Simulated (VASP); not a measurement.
Write the native input for VASP 6.6.1 that does the following.

* Task: relaxation of shape and atoms at fixed volume
* Functional: PBEsol
* Potentials or basis: VASP PAW PBE potentials, release 64 (As)
* Cutoff: 600 eV
* k mesh: 12 × 12 × 12
* Occupations: gaussian, width 0.1 eV
* Spin: no spin polarisation
* Dipole correction: no
* Further INCAR settings: ALGO = Normal; EDIFF = 1e-07; IBRION = 2; EDIFFG = -0.01; NSW = 50; ISIF = 4

The structure of As lies in POSCAR:

```
As
1.0
    1.9101433415      1.1028217724      3.3965164118
   -1.9101433415      1.1028217724      3.3965164118
    0.0000000000     -2.2056435449      3.3965164118
As
2
Direct
    0.7698083082      0.7698083082      0.7698083082
    0.2301916918      0.2301916918      0.2301916918
```

These files were run (other wordings do the same):

INCAR

```
SYSTEM = As
  PREC = Accurate
  ENCUT = 600
  EDIFF = 1E-7
  ISMEAR = 0
  SIGMA = 0.1
  LREAL = .False.
  LASPH = .True.
  NELM = 60
  ALGO = Normal
  ISIF = 4
  LWAVE = .False.
  LCHARG = .False.
  GGA = PS
  IBRION = 2
  NSW = 50
  EDIFFG = -0.01
```

KPOINTS

```
Automatic mesh
0
Gamma
  12 12 12
  0 0 0
```

Potentials or basis: VASP PAW PBE potentials, release 64 (As).

Launch:

```console
$ cat potpaw_PBE.64/As/POTCAR > POTCAR
$ mpirun -np 1 vasp_std > vasp.out
```

It gave:

```
Energy gained by relaxing    : 0.9 meV/atom
Ionic steps                  : 5
Pressure after relaxing      : -1.3 GPa
Largest force after relaxing : 0.003 eV/Å
Band gap on the k mesh       : zero (bands 5 and 6 overlap by 0.30 eV)
```

Caveat: the PAW data sets were made with another functional, which shifts forces and pressure a little.

It took 84 s on 1 thread of AMD EPYC 9R45 96-Core Processor (Zen 5), with other jobs on the host, peak memory 0.21 GiB.
